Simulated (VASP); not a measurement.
Input of a VASP 6.6.1 run:

The input INCAR:

```
SYSTEM = P
PREC = Accurate ; ENCUT = 520
EDIFF = 1E-6 ; ISMEAR = 0
SIGMA = 0.1 ; LREAL = Auto
LASPH = .True. ; NELM = 100
ALGO = Normal ; ISIF = 2
LWAVE = .False. ; LCHARG = .False.
GGA = PE ; IVDW = 12
NBANDS = 62
```

File KPOINTS:

```
Automatic mesh
0
Gamma
  4 4 4
  0 0 0
```

File POSCAR:

```
P
1.0
    4.8145205310     -2.4072602655      4.8147372112
   -2.4072602655     -4.8145205310     -4.8147372112
    2.4072602655      4.8145205310     -4.8147372112
P
19
Direct
    0.2042399017      0.8032195008      0.4027055996
    0.1866001805      0.5413928372      0.1452074252
   -0.0158467286      0.7374773598      0.7466759497
    0.0040580573      0.5012342327      0.5033367889
   -0.0013527411      0.2588951739      0.2397521669
    0.0040580573      0.0007212464      0.0028238026
    0.8095427104      0.9476454198      0.3618973725
    0.7989676179      0.7006115141      0.0981822626
    0.5950604596      0.8986489828      0.6999376898
    0.6166101029      0.6582816107      0.4583285741
    0.5950603765      0.3951226233      0.1964114964
    0.3999565040      0.5959597556      0.7936667534
    0.3932918320      0.3433606149      0.5499312991
    0.3999565040      0.1062898325      0.3039968303
    0.2042398186      0.3015341887      0.9010203435
    0.1933318165      0.0525203555      0.6408115429
    0.8000122910      0.4491441497      0.8508682232
    0.7989677841      0.2007854520      0.5983561733
    0.5799121184      0.1071555364      0.9727566639
```

Potentials or basis: VASP PAW PBE potentials, release 64 (P).

Command:

```console
$ cat potpaw_PBE.64/P/POTCAR > POTCAR
$ mpirun -np 1 vasp_std > vasp.out
```

Q: Estimate the band gap on the k mesh.

A: Zero (an odd number of electrons rules out a gap without spin polarisation).

Q: Predict the pressure.

A: -0.7 GPa.

Q: Predict the dispersion energy per atom.

A: -0.480 eV.

Forces in eV/Å, atoms in the order of the input:
```
P    0.015  0.012  0.004
P   -0.021  0.009  0.000
P   -0.026  0.039  0.000
P    0.016  0.040 -0.001
P   -0.010 -0.038  0.000
P    0.016  0.040  0.001
P    0.007  0.034  0.000
P   -0.011  0.016  0.011
P   -0.018  0.020  0.021
P    0.041  0.036  0.000
P   -0.018  0.020 -0.021
P   -0.004  0.029  0.028
P    0.033  0.023  0.000
P   -0.004  0.029 -0.028
P    0.015  0.012 -0.004
P   -0.034  0.036  0.000
P    0.012  0.141  0.000
P   -0.011  0.016 -0.011
P    0.005 -0.514  0.000
```
